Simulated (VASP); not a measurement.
# HfC (Fm-3m) in VASP: notebook, part 2 of 2

VASP 6.6.1. The steps go on from the part before.

**6. Single point, BLYP**

This run uses another cell than the first one, of 12.57 Å³/atom, 0.980 times its volume.

INCAR reads:

```
  PREC = Accurate
  ENCUT = 520
  EDIFF = 1E-7
  ISMEAR = -5
  SIGMA = 0.05
  LREAL = F
  LASPH = T
  NELM = 80
  ALGO = Normal
  ISIF = 2
  LWAVE = F
  LCHARG = F
  GGA = B5
  ALDAX = 1.0
  AGGAX = 1.0
  AGGAC = 1.0
  ALDAC = 0.0
  NBANDS = 14
```

KPOINTS reads:

```
Automatic mesh
0
Gamma
  10 10 10
```

POSCAR reads:

```
HfC
1.0
    0.0000000000      2.3250000000      2.3250000000
    2.3250000000      0.0000000000      2.3250000000
    2.3250000000      2.3250000000      0.0000000000
Hf C
1 1
Direct
    0.5000000000      0.5000000000      0.5000000000
    0.0000000000      0.0000000000      0.0000000000
```

Potentials or basis: VASP PAW PBE potentials, release 64 (Hf_pv, C).

The run is started by

```console
$ cat potpaw_PBE.64/Hf_pv/POTCAR potpaw_PBE.64/C/POTCAR > POTCAR
$ mpirun -np 1 vasp_std > vasp.out
```

OUTCAR:

```text
PREC = Accurate
   ENCUT = 520
   EDIFF = 1E-7
   ISMEAR = -5
   LREAL = F
   LASPH = T
   NELM = 80
   ISIF = 2
   GGA = B5

 ion  position               nearest neighbor table
   1  0.500  0.500  0.500-   2 2.33   2 2.33   2 2.33   2 2.33   2 2.33   2 2.33
   2  0.000  0.000  0.000-   1 2.33   1 2.33   1 2.33   1 2.33   1 2.33   1 2.33

  LATTYP: Found a face centered cubic cell.
 ALAT       =     4.6500000000

  Lattice vectors:

 A1 = (   0.0000000000,   2.3250000000,   2.3250000000)
 A2 = (   2.3250000000,   0.0000000000,   2.3250000000)
 A3 = (   2.3250000000,   2.3250000000,   0.0000000000)

Analysis of symmetry for initial positions (statically):
=====================================================================
 Subroutine PRICEL returns:
 Original cell was already a primitive cell.

 Routine SETGRP: Setting up the symmetry group for a
 face centered cubic supercell.

 Subroutine GETGRP returns: Found 48 space group operations
 (whereof 48 operations were pure point group operations)
 out of a pool of 48 trial point group operations.

The static configuration has the point symmetry O_h .

Analysis of symmetry for dynamics (positions and initial velocities):
=====================================================================
 Subroutine PRICEL returns:
 Original cell was already a primitive cell.

 Routine SETGRP: Setting up the symmetry group for a
 face centered cubic supercell.

 Subroutine GETGRP returns: Found 48 space group operations
 (whereof 48 operations were pure point group operations)
 out of a pool of 48 trial point group operations.

The dynamic configuration has the point symmetry O_h .

 Subroutine INISYM returns: Found 48 space group operations
 (whereof 48 operations are pure point group operations),
 and found     1 'primitive' translations

----------------------------------------------------------------------------------------

                                     Primitive cell

[... 116 lines left out ...]
   LORBIT       =      0    0 simple, 1 ext, 2 COOP (PROOUT), +10 PAW based schemes
   GGA     = B5    functional components
   LHFCALC =     F    Hartree Fock is set to
   AEXX    =    0.0000 exact exchange contribution
   IVDW    =     0    specifies the selected vdW correction
   LEPSILON=     F    determine dielectric tensor
   LRPA    =     F    only Hartree local field effects (RPA)
 non-spin polarized calculation
 Fermi weights with tetrahedron method with Bloechl corrections
  energy-cutoff  :      520.00
  volume of cell :       25.14
 maximum number of plane-waves:       700
   NGX = 13   NGY = 13   NGZ = 13

 number of electron      14.0000000 magnetization

 Free energy of the ion-electron system (eV)
  ---------------------------------------------------
  ext. energy  EPLUGINS =         0.00000000
  ---------------------------------------------------
  free energy    TOTEN  =       -19.11959323 eV

  energy without entropy =      -19.11959323  energy(sigma->0) =      -19.11959323

 E-fermi :   6.5089     XC(G=0): -11.6107

 val. band max:        6.6064669335   @ k =   0.1000   0.1000   0.0000
 cond. band min:       6.3920519056   @ k =   0.5000   0.5000   0.0000
 fundamental gap:     -0.2144150279
 Fermi energy:         6.5088959140

 k-point     1 :       0.0000    0.0000    0.0000
  band No.  band energies     occupation
      1     -23.1256      2.00000
      2     -23.1256      2.00000
      3     -23.1256      2.00000
      4      -5.7164      2.00000
      5       7.4308      0.31885
      6       7.4308     -0.98553
      7       7.4308     -0.98552
      8       7.8394      0.00000
      9       7.8394      0.00000
     10       7.8394      0.00000
     11       9.7893      0.00000
     12       9.7893      0.00000
     13      13.4915      0.00000
     14      17.9785      0.00000
[... 377 lines left out ...]
      1     -23.6115      2.00000
      2     -23.3215      2.00000
      3     -23.3011      2.00000
      4      -3.7158      2.00000
      5       2.8597      2.00000
      6       4.7536      2.00000
      7       5.7601      2.00000
      8       6.7064      0.09487
      9      11.7189      0.00000
     10      12.6881      0.00000
     11      12.8180      0.00000
     12      14.7801      0.00000
     13      18.0113      0.00000
     14      19.2694      0.00000

 [... further k-points ...]
[... 5 lines left out ...]
  --------------------------------------------------------------------------------------
  -------------------------------------------------------------------------------------
  Total        1.1915592      1.1915592      1.1915592     -0.0000000      0.0000000      0.0000000
  in kB       75.9499233     75.9499233     75.9499233     -0.0000000      0.0000000      0.0000000
  external PRESSURE =      75.9499233 kB  Pullay stress =       0.0000000 kB

 VOLUME and BASIS-vectors are now :
 -----------------------------------------------------------------------------
  energy-cutoff  :      520.00
  volume of cell :       25.14
      direct lattice vectors                 reciprocal lattice vectors
     0.000000000  2.325000000  2.325000000    -0.215053763  0.215053763  0.215053763
     2.325000000  0.000000000  2.325000000     0.215053763 -0.215053763  0.215053763
     2.325000000  2.325000000  0.000000000     0.215053763  0.215053763 -0.215053763

 POSITION                                       TOTAL-FORCE (eV/Angst)
 -----------------------------------------------------------------------------------
      2.32500      2.32500      2.32500        -0.000000     -0.000000     -0.000000
      0.00000      0.00000      0.00000         0.000000      0.000000      0.000000
 -----------------------------------------------------------------------------------
    total drift:                                0.000000     -0.000000      0.000000

  FREE ENERGIE OF THE ION-ELECTRON SYSTEM (eV)
  ---------------------------------------------------
  free  energy   TOTEN  =       -19.1195932252 eV

  energy  without entropy=      -19.1195932252  energy(sigma->0) =      -19.11959323
```

OSZICAR:

```text
N       E                     dE             d eps       ncg     rms          rms(c)
DAV:   1     0.251983376903E+02    0.25198E+02   -0.78696E+03  1332   0.985E+02
DAV:   2    -0.213785126825E+02   -0.46577E+02   -0.43765E+02  1716   0.203E+02
DAV:   3    -0.230065424977E+02   -0.16280E+01   -0.16228E+01  1538   0.276E+01
DAV:   4    -0.230140767660E+02   -0.75343E-02   -0.75336E-02  1586   0.231E+00
DAV:   5    -0.230141298673E+02   -0.53101E-04   -0.53101E-04  1592   0.173E-01    0.542E+01
DAV:   6    -0.191888473868E+02    0.38253E+01   -0.15739E+01  1430   0.208E+01    0.403E+01
DAV:   7    -0.191305321988E+02    0.58315E-01   -0.79724E-01  1688   0.591E+00    0.268E+01
DAV:   8    -0.191321672994E+02   -0.16351E-02   -0.13321E-01  1658   0.265E+00    0.925E+00
DAV:   9    -0.191197692214E+02    0.12398E-01   -0.44701E-02  1490   0.116E+00    0.208E+00
DAV:  10    -0.191196135163E+02    0.15571E-03   -0.15705E-03  1702   0.295E-01    0.373E-01
DAV:  11    -0.191195920307E+02    0.21486E-04   -0.12828E-04  1532   0.819E-02    0.573E-02
DAV:  12    -0.191195941549E+02   -0.21242E-05   -0.69176E-06  1640   0.248E-02    0.388E-02
DAV:  13    -0.191195930192E+02    0.11357E-05   -0.36662E-07  1518   0.446E-03    0.661E-03
DAV:  14    -0.191195932371E+02   -0.21783E-06   -0.27315E-08  1066   0.116E-03    0.217E-03
DAV:  15    -0.191195932252E+02    0.11902E-07   -0.25826E-09   814   0.424E-04
   1 F= -.19119593E+02 E0= -.19119593E+02  d E =0.000000E+00
```

Wall time 34 s (1 thread of AMD EPYC 7R43 (Zen 3), shared host); peak memory 0.11 GiB.

What came out:

| Property | Result |
| --- | --- |
| Free energy | -19.1196 eV |
| Pressure | 7.6 GPa |
| Band gap on the k mesh | zero (band 7 reaches 7.43 eV, above the bottom of band 8 at 6.07 eV) |

Caveat: the PAW data sets were made with another functional, which shifts forces and pressure a little; spin-orbit coupling is left out, which moves the levels of the heavy elements; tetrahedron occupations give inexact forces and stress in metals.

**7. Overview**

| level | cell | smearing | gap on the mesh (eV) | pressure (GPa) |
| --- | --- | --- | --- | --- |
| PBEsol | a = 3.310 Å, angles 60.0°, 2 atoms | fermi-dirac 0.05 eV | none | -11.3 |
| PBEsol | a = 3.353 Å, angles 60.0°, 2 atoms | fermi-dirac 0.05 eV | none | -18.6 |
| PBEsol | a = 3.288 Å, angles 60.0°, 2 atoms | gaussian 0.1 eV | none | -7.0 |
| PBEsol | a = 3.288 Å, angles 60.0°, 2 atoms | gaussian 0.02 eV | none | -7.0 |
| BLYP | a = 3.288 Å, angles 60.0°, 2 atoms | tetrahedron | none | 7.6 |

Alike in all rows: task single point; potentials or basis VASP PAW PBE potentials, release 64 (Hf_pv, C); no spin polarisation; k mesh 10 × 10 × 10; cutoff (eV) 520.

Caveats: the PAW data sets were made with another functional, which shifts forces and pressure a little; spin-orbit coupling is left out, which moves the levels of the heavy elements; tetrahedron occupations give inexact forces and stress in metals (some runs).

Absolute energies hang on the potentials; compare differences alone.
